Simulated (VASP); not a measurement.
Here is a VASP 6.6.1 calculation.

INCAR

```
PREC = Accurate
ENCUT = 520
EDIFF = 1E-7
ISMEAR = 1
SIGMA = 0.1
LREAL = F
LASPH = T
NELM = 80
ALGO = Normal
ISIF = 2
LWAVE = F
LCHARG = T
GGA = PS
LELF = T
LVHAR = T
NBANDS = 19
```

Contents of KPOINTS:

```
regular mesh
0
Gamma
  5 5 3
```

Contents of POSCAR:

```
Hg
1.0
    3.4618100000      0.0000000000      0.0000000000
   -1.7309050000      2.9980154031      0.0000000000
    0.0000000000      0.0000000000      5.4875480000
Hg
2
Direct
    0.6666666667      0.3333333333      0.7500000000
    0.3333333333      0.6666666667      0.2500000000
```

Potentials or basis: VASP PAW PBE potentials, release 64 (Hg).

Launch:

```sh
$ cat potpaw_PBE.64/Hg/POTCAR > POTCAR
$ mpirun -np 1 vasp_std > vasp.out
```

Q: Estimate the band gap on the k mesh.

A: Zero (band 12 reaches 0.65 eV, above the bottom of band 13 at 0.43 eV).

Q: What does it give for the pressure?

A: -2.4 GPa.

Stress tensor (GPa, compression positive):
```
-2.53  0.00  0.00
 0.00 -2.53  0.00
 0.00  0.00 -2.17
```

Caveat: the k points lie up to 0.42 Å⁻¹ apart; the PAW data sets were made with another functional, which shifts forces and pressure a little; spin-orbit coupling is left out, which moves the levels of the heavy elements.
